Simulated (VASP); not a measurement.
Input of a VASP 6.6.1 run:

The input INCAR:

```
PREC     = Accurate       # precision mode
ENCUT    = 520            # plane-wave cutoff, eV
EDIFF    = 1E-8           # SCF threshold, eV
ISMEAR   = 0              # smearing method
SIGMA    = 0.01           # smearing width, eV
LREAL    = F              # projectors in reciprocal space
LASPH    = T              # aspherical terms in the spheres
NELM     = 80             # most SCF steps
ALGO     = Normal         # electronic algorithm
ISIF     = 2              # what is computed and relaxed
LWAVE    = F              # write WAVECAR
LCHARG   = T              # write CHGCAR
IBRION   = 8              # ionic algorithm
NSW      = 1              # ionic steps
LEPSILON = T              # dielectric tensor by DFPT
```

File KPOINTS:

```
Automatic mesh
0
Gamma
  8 8 8
```

File POSCAR:

```
CdF2
1.0
    0.0000000000      2.6146000000      2.6146000000
    2.6146000000      0.0000000000      2.6146000000
    2.6146000000      2.6146000000      0.0000000000
Cd F
1 2
Direct
    0.0000000000      0.0000000000      0.0000000000
    0.2500000000      0.2500000000      0.2500000000
    0.7500000000      0.7500000000      0.7500000000
```

Potentials or basis: VASP PAW LDA potentials, release 64 (Cd, F).

The run is started by

```console
$ cat potpaw_LDA.64/Cd/POTCAR potpaw_LDA.64/F/POTCAR > POTCAR
$ mpirun -np 1 vasp_std > vasp.out
```

(1) Predict the electronic dielectric tensor (diagonal).

(2) Predict the Born charges (mean of the diagonal).

(3) Estimate the highest phonon frequency at Γ, LO-TO splitting left out.

Answers

(1) 2.87.

(2) Cd +2.41; F -1.21 e.

(3) 353 cm⁻¹.

Caveat: the cell wasn't relaxed at this level first, which shifts response properties.
